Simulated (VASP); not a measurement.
Input of a VASP 6.6.1 run:

Contents of INCAR:

```
  PREC = Accurate
  ENCUT = 520
  EDIFF = 1E-6
  ISMEAR = 0
  SIGMA = 0.05
  LREAL = False
  LASPH = True
  NELM = 80
  ALGO = Normal
  ISIF = 2
  LWAVE = False
  LCHARG = True
  GGA = RP
  LELF = True
  LVHAR = True
  NBANDS = 15
```

KPOINTS

```
Automatic mesh
0
Gamma
  6 6 6
```

The input POSCAR:

```
BaTe
1.0
    4.2624660000      0.0000000000      0.0000000000
    0.0000000000      4.2624660000      0.0000000000
    0.0000000000      0.0000000000      4.2624660000
Ba Te
1 1
Direct
    0.0000000000      0.0000000000      0.0000000000
    0.5000000000      0.5000000000      0.5000000000
```

Potentials or basis: VASP PAW PBE potentials, release 64 (Ba_sv, Te).

The run is started by

```console
$ cat potpaw_PBE.64/Ba_sv/POTCAR potpaw_PBE.64/Te/POTCAR > POTCAR
$ mpirun -np 1 vasp_std > vasp.out
```

Problem. Estimate the pressure.

Solution. 1.4 GPa.

Problem. What does it give for the band gap on the k mesh?

Solution. 0.88 eV (least direct gap 1.10 eV).

Caveat: the PAW data sets were made with another functional, which shifts forces and pressure a little; spin-orbit coupling is left out, which moves the levels of the heavy elements. A k mesh can miss the band edges.
